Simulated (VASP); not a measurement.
Runs of VASP 6.6.1 on SiC. The structure is that of space group P6_3mc (No. 186), or close to it. The cells are those of the table. 

```tsv
level	cell	k mesh	smearing	gap on the mesh (eV)	pressure (GPa)	largest force (eV/Å)
PBE	a = 3.122, b = 3.122, c = 5.125 Å, angles 90.0, 90.0, 120.0°, 4 atoms	12 × 12 × 6	gaussian 0.02 eV	(a)	-6.0	-
PBE	a = 3.061, b = 3.061, c = 5.022 Å, angles 90.0, 90.0, 120.0°, 4 atoms	12 × 12 × 6	gaussian 0.02 eV	2.25	6.9	0.01
PBEsol	a = 3.092, b = 3.092, c = 5.074 Å, angles 90.0, 90.0, 120.0°, 4 atoms	12 × 12 × 6	gaussian 0.02 eV	2.14	-3.0	-
PBE	a = 2.997, b = 2.997, c = 4.914 Å, angles 90.0, 90.0, 120.0°, 4 atoms	12 × 12 × 6	gaussian 0.02 eV	2.13	(b)	-
PBE	a = 3.191, b = 3.191, c = 5.241 Å, angles 90.0, 90.0, 120.0°, 4 atoms	12 × 12 × 6	gaussian 0.02 eV	2.47	-16.8	-
PBE	a = 2.964, b = 2.964, c = 4.858 Å, angles 90.0, 90.0, 120.0°, 4 atoms	12 × 12 × 6	gaussian 0.02 eV	2.07	34.8	0.01
PBE	a = 3.152, b = 3.152, c = 5.175 Å, angles 90.0, 90.0, 120.0°, 4 atoms	12 × 12 × 6	gaussian 0.02 eV	2.40	-11.1	0.01
PBE	a = 3.092, b = 3.092, c = 5.074 Å, angles 90.0, 90.0, 120.0°, 4 atoms	12 × 12 × 6	gaussian 0.02 eV	2.30	0.0	-
PBE	a = 3.091, b = 3.091, c = 5.073 Å, angles 90.0, 90.0, 120.0°, 4 atoms	6 × 6 × 4	gaussian 0.1 eV	2.30	0.1	-
PBE	a = 3.029, b = 3.029, c = 4.969 Å, angles 90.0, 90.0, 120.0°, 4 atoms	12 × 12 × 6	gaussian 0.02 eV	2.19	14.8	0.01
```

Alike in all rows: task single point; potentials or basis VASP PAW PBE potentials, release 64 (Si, C); no spin polarisation; cutoff (eV) 520.

Task: Fill in the values left out.

Result: (a) 2.35; (b) 24.1.

Caveats: the PAW data sets were made with another functional, which shifts forces and pressure a little (some runs).

A k mesh can miss the band edges.
